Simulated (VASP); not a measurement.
# HCl (R-3m) in VASP: a series of runs

Runs on HCl. Level: PBEsol. Tasks: single point.

All numbers are computed with VASP 6.6.1; they aren't measurements. Logs are shortened: lines on timing, memory, paths and dates and some standing lists are left out, and cuts for length are marked.

## Step 1: The cell of the first run

It takes space group R-3m (No. 166, trigonal). The conventional cell has a = 3.452 Å, b = 3.452 Å, c = 11.924 Å, α = 90.00°, β = 90.00°, γ = 120.00°. H (site symmetry -3m) has 6 Cl at 2.81 Å and 6 H at 3.45 Å within 3.7 Å. Cl (site symmetry -3m) has 6 H at 2.81 Å and 6 Cl at 3.45 Å within 3.7 Å.

## Step 2: Single point, PBEsol

Contents of INCAR:

```
PREC = Accurate ; ENCUT = 520
EDIFF = 1E-7 ; ISMEAR = 0
SIGMA = 0.15 ; LREAL = False
LASPH = True ; NELM = 60
ALGO = Normal ; ISIF = 2
LWAVE = False ; LCHARG = True
GGA = PS ; LELF = True
LVHAR = True ; NBANDS = 11
```

Contents of KPOINTS:

```
Automatic mesh
0
Gamma
  16 16 16
```

Contents of POSCAR:

```
HCl
1.0
    0.6672783300      3.1085405130      3.1085405130
    3.1085405130      0.6672783300      3.1085405130
    3.1085405130      3.1085405130      0.6672783300
H Cl
1 1
Direct
    0.0000000000      0.0000000000      0.0000000000
    0.5000000000      0.5000000000      0.5000000000
```

Potentials or basis: VASP PAW PBE potentials, release 64 (H, Cl).

Launch:

```bash
$ cat potpaw_PBE.64/H/POTCAR potpaw_PBE.64/Cl/POTCAR > POTCAR
$ mpirun -np 1 vasp_std > vasp.out
```

OUTCAR:

```text
PREC = Accurate
   ENCUT = 520
   EDIFF = 1E-7
   ISMEAR = 0
   LREAL = False
   LASPH = True
   NELM = 60
   ISIF = 2
   GGA = PS

 ion  position               nearest neighbor table
   1  0.000  0.000  0.000-
   2  0.500  0.500  0.500-

  LATTYP: Found a trigonal (rhomboedric) cell.
 ALAT       =     4.4464939685
 COS(alpha) =     0.6985651702

  Lattice vectors:

 A1 = (   0.6672783300,   3.1085405130,   3.1085405130)
 A2 = (   3.1085405130,   0.6672783300,   3.1085405130)
 A3 = (   3.1085405130,   3.1085405130,   0.6672783300)

Analysis of symmetry for initial positions (statically):
=====================================================================
 Subroutine PRICEL returns:
 Original cell was already a primitive cell.

 Routine SETGRP: Setting up the symmetry group for a
 trigonal (rhombohedral) supercell.

 Subroutine GETGRP returns: Found 12 space group operations
 (whereof 12 operations were pure point group operations)
 out of a pool of 12 trial point group operations.

The static configuration has the point symmetry D_3d.

Analysis of symmetry for dynamics (positions and initial velocities):
=====================================================================
 Subroutine PRICEL returns:
 Original cell was already a primitive cell.

 Routine SETGRP: Setting up the symmetry group for a
 trigonal (rhombohedral) supercell.

 Subroutine GETGRP returns: Found 12 space group operations
 (whereof 12 operations were pure point group operations)
 out of a pool of 12 trial point group operations.

The dynamic configuration has the point symmetry D_3d.

 Subroutine INISYM returns: Found 12 space group operations
 (whereof 12 operations are pure point group operations),
 and found     1 'primitive' translations

----------------------------------------------------------------------------------------

                                     Primitive cell

  volume of cell :      41.0291

  direct lattice vectors                    reciprocal lattice vectors
     0.667278330  3.108540513  3.108540513    -0.224663848  0.184960323  0.184960323
     3.108540513  0.667278330  3.108540513     0.184960323 -0.224663848  0.184960323
     3.108540513  3.108540513  0.667278330     0.184960323  0.184960323 -0.224663848

  length of vectors
     4.446493968  4.446493968  4.446493968     0.344810799  0.344810799  0.344810799

  position of ions in fractional coordinates (direct lattice)
     0.000000000  0.000000000  0.000000000
     0.500000000  0.500000000  0.500000000

  ion indices of the primitive-cell ions
   primitive index   ion index
                 1           1
                 2           2

[... 76 lines left out ...]
   NFREE  =      0    steps in history (QN), initial steepest desc. (CG)
   ISIF   =      2    stress and relaxation
   ISYM   =      2    0-nonsym 1-usesym 2-fastsym
   POTIM  = 0.5000    time-step for ionic-motion
   TEBEG  =    0.0;   TEEND  =   0.0 temperature during run
   PSTRESS=    0.0 pullay stress
   NELECT =       8.0000    total number of electrons
   NUPDOWN=      -1.0000    fix difference up-down
   EMIN   =  10.00;   EMAX   =-10.00  energy-range for DOS
   EFERMI =   0.00;   METHOD = LEGACY
   ISMEAR =     0;   SIGMA  =   0.15  broadening in eV -4-tet -1-fermi 0-gaus
   EFERMI_NEDOS =   21; number of points for ismear=-14 and -15
   IALGO  =     38    algorithm
   IMIX   =      4    mixing-type and parameters
     AMIX     =   0.40;   BMIX     =  1.00
     AMIX_MAG =   1.60;   BMIX_MAG =  1.00
  volume/ion in A,a.u.               =      20.51       138.44
  Fermi-wavevector in a.u.,A,eV,Ry     =   0.949308  1.793933 12.261388  0.901187
  Thomas-Fermi vector in A             =   2.077579
   LORBIT       =      0    0 simple, 1 ext, 2 COOP (PROOUT), +10 PAW based schemes
   GGA     = PS    functional components
   LHFCALC =     F    Hartree Fock is set to
   AEXX    =    0.0000 exact exchange contribution
   IVDW    =     0    specifies the selected vdW correction
   LEPSILON=     F    determine dielectric tensor
   LRPA    =     F    only Hartree local field effects (RPA)
 non-spin polarized calculation
 Gauss-broadening in eV      SIGMA  =   0.15
  energy-cutoff  :      520.00
  volume of cell :       41.03
 maximum number of plane-waves:      1122
 NGX is ok and might be reduce to    36

 number of electron       7.9999999 magnetization

 Free energy of the ion-electron system (eV)
  ---------------------------------------------------
  ext. energy  EPLUGINS =         0.00000000
  ---------------------------------------------------
  free energy    TOTEN  =        -2.63840644 eV

  energy without entropy =       -2.62468860  energy(sigma->0) =       -2.63154752

 E-fermi :  -1.6761     XC(G=0):  -7.8201

 val. band max:       -1.6773378478   @ k =   0.4375   0.3750   0.3750
 cond. band min:      -1.6733281140   @ k =   0.1875   0.1875   0.1250
 fundamental gap:      0.0040097338
 Fermi energy:        -1.6760937567

 k-point     1 :       0.0000    0.0000    0.0000
  band No.  band energies     occupation
      1     -15.3772      2.00000
      2      -3.1973      2.00000
      3      -2.7586      2.00000
      4      -1.6351      0.69925
      5      -1.6351      0.69925
      6       8.5033      0.00000
      7       9.8878      0.00000
      8      11.8336      0.00000
      9      11.8336      0.00000
     10      12.1203      0.00000
     11      13.7422      0.00000
[... 309 lines left out ...]
 k-point    24 :      -0.0625    0.0625    0.0000
  band No.  band energies     occupation
      1     -15.3170      2.00000
      2      -3.1478      2.00000
      3      -3.0105      2.00000
      4      -1.7069      1.22876
      5      -1.5692      0.31361
      6       8.9276      0.00000
      7       9.3249      0.00000
      8      10.9521      0.00000
      9      11.1365      0.00000
     10      12.1750      0.00000
     11      13.3138      0.00000

 [... further k-points ...]
[... 5 lines left out ...]
  --------------------------------------------------------------------------------------
  -------------------------------------------------------------------------------------
  Total       -2.2672716     -2.2672716     -2.2672716     -1.0605739     -1.0605739     -1.0605739
  in kB      -88.5363763    -88.5363763    -88.5363763    -41.4151401    -41.4151401    -41.4151401
  external PRESSURE =     -88.5363763 kB  Pullay stress =       0.0000000 kB

 VOLUME and BASIS-vectors are now :
 -----------------------------------------------------------------------------
  energy-cutoff  :      520.00
  volume of cell :       41.03
      direct lattice vectors                 reciprocal lattice vectors
     0.667278330  3.108540513  3.108540513    -0.224663848  0.184960323  0.184960323
     3.108540513  0.667278330  3.108540513     0.184960323 -0.224663848  0.184960323
     3.108540513  3.108540513  0.667278330     0.184960323  0.184960323 -0.224663848

 POSITION                                       TOTAL-FORCE (eV/Angst)
 -----------------------------------------------------------------------------------
      0.00000      0.00000      0.00000        -0.000000      0.000000     -0.000000
      3.44218      3.44218      3.44218         0.000000     -0.000000      0.000000
 -----------------------------------------------------------------------------------
    total drift:                                0.000000      0.000000      0.000000

  FREE ENERGIE OF THE ION-ELECTRON SYSTEM (eV)
  ---------------------------------------------------
  free  energy   TOTEN  =        -2.6384064441 eV

  energy  without entropy=       -2.6246885996  energy(sigma->0) =       -2.63154752
```

Run time: 2.1 min. Hardware: 1 thread of Intel Xeon Platinum 8559C (Emerald Rapids), shared host; peak memory 0.32 GiB.

Results:

```
Free energy            : -2.6384 eV
Pressure               : -8.9 GPa
Band gap on the k mesh : zero (bands 4 and 5 overlap by 0.59 eV)
```

Stress tensor (GPa, compression positive):
```
-8.85 -4.14 -4.14
-4.14 -8.85 -4.14
-4.14 -4.14 -8.85
```

Caveat: the cell stands under tension; the PAW data sets were made with another functional, which shifts forces and pressure a little.

## Step 3: Single point, PBEsol

This run uses another cell than the first one, of the same volume but with other edges.

Contents of INCAR:

```
  PREC = Accurate
  ENCUT = 520
  EDIFF = 1E-7
  ISMEAR = 0
  SIGMA = 0.15
  LREAL = False
  LASPH = True
  NELM = 80
  ALGO = Normal
  ISIF = 2
  LWAVE = False
  LCHARG = False
  GGA = PS
  NBANDS = 11
```

KPOINTS is that of step 2.

Contents of POSCAR:

```
HCl
1.0
   -0.8655107041      2.3801544363      2.3801544363
    2.3801544363     -0.8655107041      2.3801544363
    2.3801544363      2.3801544363     -0.8655107041
H Cl
1 1
Direct
    0.0000000000      0.0000000000      0.0000000000
    0.5000000000      0.5000000000      0.5000000000
```

Potentials or basis: VASP PAW PBE potentials, release 64 (H, Cl).

Launch:

```bash
$ cat potpaw_PBE.64/H/POTCAR potpaw_PBE.64/Cl/POTCAR > POTCAR
$ mpirun -np 1 vasp_std > vasp.out
```

It took 84 s on 1 thread of Intel Xeon Platinum 8559C (Emerald Rapids), shared host; peak memory 0.28 GiB.

The run converged. Its results:

```
Free energy            : -2.4561 eV
Pressure               : -8.4 GPa
Band gap on the k mesh : zero (bands 4 and 5 overlap by 0.07 eV)
```

Stress tensor (GPa, compression positive):
```
-8.38  3.00  3.00
 3.00 -8.38  3.00
 3.00  3.00 -8.38
```

Levels at points of the mesh, in eV from the Fermi level:
```
           k point  band 1  band 2  band 3  band 4  band 5  band 6  band 7  band 8
(0.00, 0.00, 0.00)  -13.48   -0.90   -0.50   -0.50   -0.07   10.35   10.35   11.51
(0.50, 0.00, 0.00)  -13.14   -3.44   -0.27   -0.08    1.50    7.76   11.01   13.05
(0.50, 0.50, 0.00)  -12.87   -2.13   -1.86   -0.47    0.01   10.61   11.17   12.32
(0.50, 0.50, 0.50)  -12.64   -2.04   -1.41   -1.41    0.58    7.33    8.43    8.43
```

Caveat: the cell stands under tension; the PAW data sets were made with another functional, which shifts forces and pressure a little.
